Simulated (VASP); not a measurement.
# B (P6/mmm) in VASP: notebook

Runs on B. Level: PBE. Tasks: single point.

All numbers are computed with VASP 6.6.1; they aren't measurements. Logs are shortened: lines on timing, memory, paths and dates and some standing lists are left out, and cuts for length are marked.

### 1 The cell of the first run

It takes space group P6/mmm (No. 191, hexagonal). The conventional cell has a = 2.368 Å, b = 2.368 Å, c = 2.066 Å, α = 90.00°, β = 90.00°, γ = 120.00°. Within 2.3 Å of B (site symmetry 6/mmm) lie 14 B at 1.71 to 2.07 Å. Within 1.8 Å of B (site symmetry -6m2) lie 9 B at 1.37 to 1.71 Å.

### 2 Single point, PBE

Contents of INCAR:

```
SYSTEM = B
  PREC = Accurate
  ENCUT = 520
  EDIFF = 1E-6
  ISMEAR = -1
  SIGMA = 0.05
  LREAL = .FALSE.
  LASPH = .TRUE.
  NELM = 60
  ALGO = Normal
  ISIF = 2
  LWAVE = .FALSE.
  LCHARG = .FALSE.
  GGA = PE
  NBANDS = 12
```

Contents of KPOINTS:

```
Automatic mesh
0
G
  12 12 16
  0 0 0
```

Contents of POSCAR:

```
B
1.0
    2.3677695538      0.0000000000      0.0000000000
   -1.1838847769      2.0505485839      0.0000000000
    0.0000000000      0.0000000000      2.0662423122
B
3
Direct
    0.0000000000      0.0000000000      0.0000000000
    0.3333333333      0.6666666667      0.5000000000
    0.6666666667      0.3333333333      0.5000000000
```

Potentials or basis: VASP PAW PBE potentials, release 64 (B).

Started as:

```console
cat potpaw_PBE.64/B/POTCAR > POTCAR
mpirun -np 1 vasp_std > vasp.out
```

OUTCAR:

```text
SYSTEM = B
   PREC = Accurate
   ENCUT = 520
   EDIFF = 1E-6
   ISMEAR = -1
   LREAL = .FALSE.
   LASPH = .TRUE.
   NELM = 60
   ISIF = 2
   GGA = PE

 ion  position               nearest neighbor table
   1  0.000  0.000  0.000-   2 1.71   3 1.71   2 1.71   3 1.71   3 1.71   3 1.71   2 1.71   2 1.71
                             3 1.71   3 1.71   2 1.71   2 1.71
   2  0.333  0.667  0.500-   3 1.37   3 1.37   3 1.37   1 1.71   1 1.71   1 1.71   1 1.71   1 1.71
                             1 1.71
   3  0.667  0.333  0.500-   2 1.37   2 1.37   2 1.37   1 1.71   1 1.71   1 1.71   1 1.71   1 1.71
                             1 1.71

  LATTYP: Found a hexagonal cell.
 ALAT       =     2.3677695538
 C/A-ratio  =     0.8726534679

  Lattice vectors:

 A1 = (   2.3677695538,   0.0000000000,   0.0000000000)
 A2 = (  -1.1838847769,   2.0505485839,   0.0000000000)
 A3 = (   0.0000000000,   0.0000000000,   2.0662423122)

Analysis of symmetry for initial positions (statically):
=====================================================================
 Subroutine PRICEL returns:
 Original cell was already a primitive cell.

 Routine SETGRP: Setting up the symmetry group for a
 hexagonal supercell.

 Subroutine GETGRP returns: Found 24 space group operations
 (whereof 24 operations were pure point group operations)
 out of a pool of 24 trial point group operations.

The static configuration has the point symmetry D_6h.

Analysis of symmetry for dynamics (positions and initial velocities):
=====================================================================
 Subroutine PRICEL returns:
 Original cell was already a primitive cell.

 Routine SETGRP: Setting up the symmetry group for a
 hexagonal supercell.

 Subroutine GETGRP returns: Found 24 space group operations
 (whereof 24 operations were pure point group operations)
 out of a pool of 24 trial point group operations.

The dynamic configuration has the point symmetry D_6h.

 Subroutine INISYM returns: Found 24 space group operations
 (whereof 24 operations are pure point group operations),
 and found     1 'primitive' translations

----------------------------------------------------------------------------------------

                                     Primitive cell

  volume of cell :      10.0321

  direct lattice vectors                    reciprocal lattice vectors
     2.367769554  0.000000000  0.000000000     0.422338398  0.243837188  0.000000000
    -1.183884777  2.050548584  0.000000000     0.000000000  0.487674375  0.000000000
     0.000000000  0.000000000  2.066242312     0.000000000  0.000000000  0.483970343

  length of vectors
     2.367769554  2.367769554  2.066242312     0.487674375  0.487674375  0.483970343

  position of ions in fractional coordinates (direct lattice)
     0.000000000  0.000000000  0.000000000
     0.333333333  0.666666667  0.500000000
     0.666666667  0.333333333  0.500000000

  ion indices of the primitive-cell ions
   primitive index   ion index
                 1           1
                 2           2
                 3           3

----------------------------------------------------------------------------------------

 KPOINTS: Automatic mesh

Automatic generation of k-mesh.
 Grid dimensions read from file:
 generate k-points for:   12   12   16

 Generating k-lattice:

  Cartesian coordinates                     Fractional coordinates (reciprocal lattice)
     0.035194866  0.020319766  0.000000000     0.083333333  0.000000000  0.000000000
     0.000000000  0.040639531  0.000000000     0.000000000  0.083333333  0.000000000
     0.000000000  0.000000000  0.030248146     0.000000000  0.000000000  0.062500000

  Length of vectors
     0.040639531  0.040639531  0.030248146

  Shift w.r.t. Gamma in fractional coordinates (k-lattice)
     0.000000000  0.000000000  0.000000000

 Subroutine IBZKPT returns following result:
 ===========================================

 Found    171 irreducible k-points:

 Following reciprocal coordinates:
            Coordinates               Weight
  0.000000  0.000000  0.000000      1.000000
  0.083333  0.000000  0.000000      6.000000
  0.166667  0.000000  0.000000      6.000000
  0.250000  0.000000  0.000000      6.000000
  0.333333  0.000000  0.000000      6.000000
  0.416667  0.000000  0.000000      6.000000
[... 16 lines left out ...]
  0.250000  0.000000  0.062500     12.000000
  0.333333  0.000000  0.062500     12.000000
 [... further k-points ...]
   k-points           NKPTS =    171   k-points in BZ     NKDIM =    171   number of bands    NBANDS=     12
   number of dos      NEDOS =    301   number of ions     NIONS =      3
   total plane-waves  NPLWV =   5184
   dimension x,y,z NGX =    18 NGY =   18 NGZ =   16
   dimension x,y,z NGXF=    36 NGYF=   36 NGZF=   32
   ions per type =               3
   NGX,Y,Z   is equivalent  to a cutoff of  12.64, 12.64, 12.87 a.u.
   NGXF,Y,Z  is equivalent  to a cutoff of  25.28, 25.28, 25.75 a.u.
 SYSTEM =  B
   PREC   = accura    normal or accurate (medium, high low for compatibility)
   ISTART =      0    job   : 0-new  1-cont  2-samecut
   ICHARG =      2    charge: 1-file 2-atom 10-const
   ISPIN  =      1    spin polarized calculation?
   LNONCOLLINEAR =      F non collinear calculations
   LSORBIT =      F    spin-orbit coupling
   LASPH  =      T    aspherical Exc in radial PAW
   ENCUT  =  520.0 eV  38.22 Ry    6.18 a.u.   4.40  4.40  3.84*2*pi/ulx,y,z
   NELM   =     60;   NELMIN=  2; NELMDL= -5     # of ELM steps
   EDIFF  = 0.1E-05   stopping-criterion for ELM
   LREAL  =      F    real-space projection
   EDIFFG = 0.1E-04   stopping-criterion for IOM
   NSW    =      0    number of steps for IOM
   IBRION =     -1    ionic relax: 0-MD 1-quasi-New 2-CG
   NFREE  =      0    steps in history (QN), initial steepest desc. (CG)
   ISIF   =      2    stress and relaxation
   ISYM   =      2    0-nonsym 1-usesym 2-fastsym
   POTIM  = 0.5000    time-step for ionic-motion
   TEBEG  =    0.0;   TEEND  =   0.0 temperature during run
   PSTRESS=    0.0 pullay stress
   NELECT =       9.0000    total number of electrons
   NUPDOWN=      -1.0000    fix difference up-down
   EMIN   =  10.00;   EMAX   =-10.00  energy-range for DOS
   EFERMI =   0.00;   METHOD = LEGACY
   ISMEAR =    -1;   SIGMA  =   0.05  broadening in eV -4-tet -1-fermi 0-gaus
   EFERMI_NEDOS =   21; number of points for ismear=-14 and -15
   IALGO  =     38    algorithm
   IMIX   =      4    mixing-type and parameters
     AMIX     =   0.40;   BMIX     =  1.00
     AMIX_MAG =   1.60;   BMIX_MAG =  1.00
  volume/ion in A,a.u.               =       3.34        22.57
  Fermi-wavevector in a.u.,A,eV,Ry     =   1.578915  2.983717 33.918951  2.492973
  Thomas-Fermi vector in A             =   2.679374
   LORBIT       =      0    0 simple, 1 ext, 2 COOP (PROOUT), +10 PAW based schemes
   GGA     = PE    functional components
   LHFCALC =     F    Hartree Fock is set to
   AEXX    =    0.0000 exact exchange contribution
   IVDW    =     0    specifies the selected vdW correction
   LEPSILON=     F    determine dielectric tensor
   LRPA    =     F    only Hartree local field effects (RPA)
 non-spin polarized calculation
  energy-cutoff  :      520.00
  volume of cell :       10.03
 maximum number of plane-waves:       281
 NGX is ok and might be reduce to    18
   NGX =  9   NGY =  9   NGZ =  7

 number of electron       9.0000000 magnetization

 Free energy of the ion-electron system (eV)
  ---------------------------------------------------
  ext. energy  EPLUGINS =         0.00000000
  ---------------------------------------------------
  free energy    TOTEN  =        -7.72349855 eV

  energy without entropy =       -7.72029732  energy(sigma->0) =       -7.72189794

 E-fermi :  18.3764     XC(G=0): -15.5108

 val. band max:       18.3592410911   @ k =   0.5000   0.0000   0.5000
 cond. band min:      18.4101568209   @ k =   0.3333   0.0833   0.4375
 fundamental gap:      0.0509157298
 Fermi energy:        18.3764456635

 k-point     1 :       0.0000    0.0000    0.0000
  band No.  band energies     occupation
      1      -7.9385      2.00000
      2      13.6365      2.00000
      3      14.0934      2.00000
      4      14.0934      2.00000
      5      15.6877      2.00000
      6      15.6877      2.00000
      7      26.0207      0.00000
      8      32.2767      0.00000
      9      35.0703      0.00000
     10      37.9415      0.00000
     11      39.0891      0.00000
     12      43.1593      0.00000

 k-point     2 :       0.0833    0.0000    0.0000
  band No.  band energies     occupation
      1      -7.7700      2.00000
      2      11.8419      2.00000
      3      12.2544      2.00000
      4      13.8728      2.00000
      5      17.2700      2.00000
      6      17.9301      1.99973
      7      26.7804      0.00000
      8      32.4406      0.00000
      9      35.1297      0.00000
     10      37.2207      0.00000
     11      38.3430      0.00000
     12      42.6332      0.00000

 k-point     3 :       0.1667    0.0000    0.0000
  band No.  band energies     occupation
      1      -7.2642      2.00000
      2       8.7604      2.00000
      3      10.2223      2.00000
      4      14.5805      2.00000
      5      18.5656      0.04445
      6      21.1438      0.00000
      7      28.6481      0.00000
      8      32.7415      0.00000
      9      34.9617      0.00000
     10      35.4125      0.00000
     11      36.9042      0.00000
     12      41.5444      0.00000

 k-point     4 :       0.2500    0.0000    0.0000
  band No.  band energies     occupation
      1      -6.4203      2.00000
      2       5.7291      2.00000
      3       8.6048      2.00000
      4      15.7568      2.00000
      5      19.2704      0.00000
      6      24.6127      0.00000
      7      30.4522      0.00000
      8      31.6770      0.00000
      9      32.7695      0.00000
     10      35.6745      0.00000
     11      36.3636      0.00000
     12      40.5327      0.00000

 k-point     5 :       0.3333    0.0000    0.0000
  band No.  band energies     occupation
      1      -5.2384      2.00000
      2       2.9186      2.00000
      3       7.4389      2.00000
      4      17.3950      2.00000
      5      19.6774      0.00000
      6      28.0148      0.00000
      7      28.2210      0.00000
      8      31.1659      0.00000
      9      32.5919      0.00000
     10      34.7407      0.00000
     11      38.4517      0.00000
     12      39.9692      0.00000
[... 228 lines left out ...]
      1      -7.6753      2.00000
      2      11.8764      2.00000
      3      12.3633      2.00000
      4      13.0794      2.00000
      5      17.4558      2.00000
      6      18.0352      1.99783
      7      27.7783      0.00000
      8      31.9286      0.00000
      9      34.9252      0.00000
     10      37.3072      0.00000
     11      38.9115      0.00000
     12      41.5212      0.00000

 k-point    22 :       0.1667    0.0000    0.0625
  band No.  band energies     occupation
      1      -7.1695      2.00000
      2       8.8262      2.00000
      3      10.3371      2.00000
      4      13.7274      2.00000
      5      18.8832      0.00008
      6      21.2241      0.00000
      7      29.5590      0.00000
      8      31.5839      0.00000
      9      34.4156      0.00000
     10      36.1572      0.00000
     11      37.6358      0.00000
     12      40.3460      0.00000

 k-point    23 :       0.2500    0.0000    0.0625
  band No.  band energies     occupation
      1      -6.3258      2.00000
      2       5.8066      2.00000
      3       8.7222      2.00000
      4      14.8282      2.00000
      5      19.7099      0.00000
      6      24.6391      0.00000
      7      29.6863      0.00000
      8      31.3176      0.00000
      9      33.5752      0.00000
     10      35.9326      0.00000
     11      37.0627      0.00000
     12      39.3592      0.00000

 k-point    24 :       0.3333    0.0000    0.0625
  band No.  band energies     occupation
      1      -5.1444      2.00000
      2       3.0038      2.00000
      3       7.5577      2.00000
      4      16.3312      2.00000
      5      20.2186      0.00000
      6      26.8235      0.00000
      7      27.9076      0.00000
      8      32.0996      0.00000
      9      33.0320      0.00000
     10      35.0701      0.00000
     11      38.8240      0.00000
     12      39.0110      0.00000

 [... further k-points ...]
[... 5 lines left out ...]
  --------------------------------------------------------------------------------------
  -------------------------------------------------------------------------------------
  Total       31.2297202     31.2297202     31.0822703     -0.0000000      0.0000000      0.0000000
  in kB     4987.5576646   4987.5576647   4964.0091044     -0.0000000      0.0000000      0.0000000
  external PRESSURE =    4979.7081446 kB  Pullay stress =       0.0000000 kB

 VOLUME and BASIS-vectors are now :
 -----------------------------------------------------------------------------
  energy-cutoff  :      520.00
  volume of cell :       10.03
      direct lattice vectors                 reciprocal lattice vectors
     2.367769554  0.000000000  0.000000000     0.422338398  0.243837188  0.000000000
    -1.183884777  2.050548584  0.000000000     0.000000000  0.487674375  0.000000000
     0.000000000  0.000000000  2.066242312     0.000000000  0.000000000  0.483970343

 POSITION                                       TOTAL-FORCE (eV/Angst)
 -----------------------------------------------------------------------------------
      0.00000      0.00000      0.00000        -0.000000      0.000000      0.000000
     -0.00000      1.36703      1.03312         0.000000     -0.000000      0.000000
      1.18388      0.68352      1.03312         0.000000      0.000000      0.000000
 -----------------------------------------------------------------------------------
    total drift:                                0.000000     -0.000000      0.000000

  FREE ENERGIE OF THE ION-ELECTRON SYSTEM (eV)
  ---------------------------------------------------
  free  energy   TOTEN  =        -7.7234985484 eV

  energy  without entropy=       -7.7202973244  energy(sigma->0) =       -7.72189794
```

Run time: 26 s. Hardware: 1 thread of Intel Xeon 8259CL, shared host; peak memory 0.12 GiB.

What came out:

```yaml
Free_energy: -7.7235 eV
Pressure: 498.0 GPa
```

Levels at points of the mesh, in eV from the Fermi level:
| k point | band 1 | band 2 | band 3 | band 4 | band 5 | band 6 | band 7 | band 8 | band 9 |
| --- | --- | --- | --- | --- | --- | --- | --- | --- | --- |
| (0.00, 0.00, 0.00) | -26.31 | -4.74 | -4.28 | -4.28 | -2.69 | -2.69 | 7.64 | 13.90 | 16.69 |
| (0.50, 0.00, 0.00) | -20.55 | -19.86 | -11.88 | 1.61 | 3.40 | 3.89 | 12.57 | 13.34 | 14.18 |
| (0.00, 0.00, 0.50) | -20.25 | -19.97 | -1.22 | -1.22 | 4.40 | 4.40 | 6.99 | 6.99 | 8.73 |
| (0.50, 0.00, 0.50) | -17.00 | -15.22 | -10.45 | -9.95 | -6.48 | -0.02 | 6.48 | 7.34 | 22.35 |

### 3 Single point, PBE

This run uses another cell than the first one, of 4.01 Å³/atom, 1.200 times its volume.

Contents of INCAR:

```
ALGO     = Normal         # electronic algorithm
EDIFF    = 1E-6           # SCF threshold, eV
ENCUT    = 520            # plane-wave cutoff, eV
GGA      = PE             # functional
ISIF     = 2              # what is computed and relaxed
ISMEAR   = -1             # smearing method
LASPH    = T              # aspherical terms in the spheres
LCHARG   = F              # write CHGCAR
LREAL    = F              # projectors in reciprocal space
LWAVE    = F              # write WAVECAR
NBANDS   = 12             # bands
NELM     = 100            # most SCF steps
PREC     = Accurate       # precision mode
SIGMA    = 0.05           # smearing width, eV
```

Contents of KPOINTS:

```
k-points
0
Gamma
  12 12 16
```

Contents of POSCAR:

```
B
1.0
    2.4811741437      0.0000000000      0.0000000000
   -1.2405870718      2.1487598397      0.0000000000
    0.0000000000      0.0000000000      2.2580152307
B
3
Direct
    0.0000000000      0.0000000000      0.0000000000
    0.3333333333      0.6666666667      0.5000000000
    0.6666666667      0.3333333333      0.5000000000
```

Potentials or basis: VASP PAW PBE potentials, release 64 (B).

Started as:

```console
cat potpaw_PBE.64/B/POTCAR > POTCAR
mpirun -np 1 vasp_std > vasp.out
```

OUTCAR:

```text
EDIFF = 1E-6
   ENCUT = 520
   GGA = PE
   ISIF = 2
   ISMEAR = -1
   LASPH = T
   LREAL = F
   NELM = 100
   PREC = Accurate

 ion  position               nearest neighbor table
   1  0.000  0.000  0.000-   2 1.82   3 1.82   2 1.82   3 1.82   3 1.82   3 1.82   2 1.82   2 1.82
                             3 1.82   3 1.82   2 1.82   2 1.82
   2  0.333  0.667  0.500-   3 1.43   3 1.43   3 1.43   1 1.82   1 1.82   1 1.82   1 1.82   1 1.82
                             1 1.82
   3  0.667  0.333  0.500-   2 1.43   2 1.43   2 1.43   1 1.82   1 1.82   1 1.82   1 1.82   1 1.82
                             1 1.82
[... 551 lines left out ...]
     12      34.0800      0.00000

 [... further k-points ...]
[... 5 lines left out ...]
  --------------------------------------------------------------------------------------
  -------------------------------------------------------------------------------------
  Total       20.4198573     20.4198573     20.3682577      0.0000000      0.0000000      0.0000000
  in kB     2717.6360445   2717.6360446   2710.7687509      0.0000001      0.0000000      0.0000000
  external PRESSURE =    2715.3469467 kB  Pullay stress =       0.0000000 kB

 VOLUME and BASIS-vectors are now :
 -----------------------------------------------------------------------------
  energy-cutoff  :      520.00
  volume of cell :       12.04
      direct lattice vectors                 reciprocal lattice vectors
     2.481174144  0.000000000  0.000000000     0.403034992  0.232692361  0.000000000
    -1.240587072  2.148759840  0.000000000     0.000000000  0.465384722  0.000000000
     0.000000000  0.000000000  2.258015231     0.000000000  0.000000000  0.442866809

 POSITION                                       TOTAL-FORCE (eV/Angst)
 -----------------------------------------------------------------------------------
      0.00000      0.00000      0.00000         0.000000      0.000000      0.000000
     -0.00000      1.43251      1.12901        -0.000000      0.000000      0.000000
      1.24059      0.71625      1.12901         0.000000     -0.000000     -0.000000
 -----------------------------------------------------------------------------------
    total drift:                                0.000000     -0.000000      0.000000

  FREE ENERGIE OF THE ION-ELECTRON SYSTEM (eV)
  ---------------------------------------------------
  free  energy   TOTEN  =       -12.3980363224 eV

  energy  without entropy=      -12.3937056120  energy(sigma->0) =      -12.39587097
```

OSZICAR:

```text
N       E                     dE             d eps       ncg     rms          rms(c)
DAV:   1     0.183639428042E+02    0.18364E+02   -0.48802E+03  4144   0.703E+02
DAV:   2    -0.131561837928E+02   -0.31520E+02   -0.30100E+02  5064   0.164E+02
DAV:   3    -0.137262123832E+02   -0.57003E+00   -0.56045E+00  5060   0.167E+01
DAV:   4    -0.137265480831E+02   -0.33570E-03   -0.33568E-03  4616   0.433E-01
DAV:   5    -0.137265482182E+02   -0.13510E-06   -0.13567E-06  4924   0.791E-03    0.765E+00
DAV:   6    -0.125735569602E+02    0.11530E+01   -0.17346E+00  4596   0.768E+00    0.408E+00
DAV:   7    -0.124115528407E+02    0.16200E+00   -0.36320E-01  4860   0.353E+00    0.170E+00
DAV:   8    -0.123983564497E+02    0.13196E-01   -0.20251E-02  4468   0.108E+00    0.217E-01
DAV:   9    -0.123980933177E+02    0.26313E-03   -0.20043E-03  4692   0.266E-01    0.633E-02
DAV:  10    -0.123980360775E+02    0.57240E-04   -0.20394E-04  4600   0.944E-02    0.571E-03
DAV:  11    -0.123980363224E+02   -0.24490E-06   -0.18595E-06  4624   0.114E-02
   1 F= -.12398036E+02 E0= -.12395871E+02  d E =-.433071E-02
```

stdout:

```text
POSCAR found type information on POSCAR B
 POSCAR found :  1 types and       3 ions
 scaLAPACK will be used
 LDA part: xc-table for (Slater+PW92), standard interpolation
 POSCAR, INCAR and KPOINTS ok, starting setup
 FFT: planning ... GRIDC
 FFT: planning ... GRID_SOFT
 FFT: planning ... GRID
 WAVECAR not read
 entering main loop
```

Run time: 30 s. Hardware: 1 thread of Intel Xeon 8259CL, shared host; peak memory 0.13 GiB.

What came out:

- Free energy: -12.3980 eV
- Pressure: 271.5 GPa
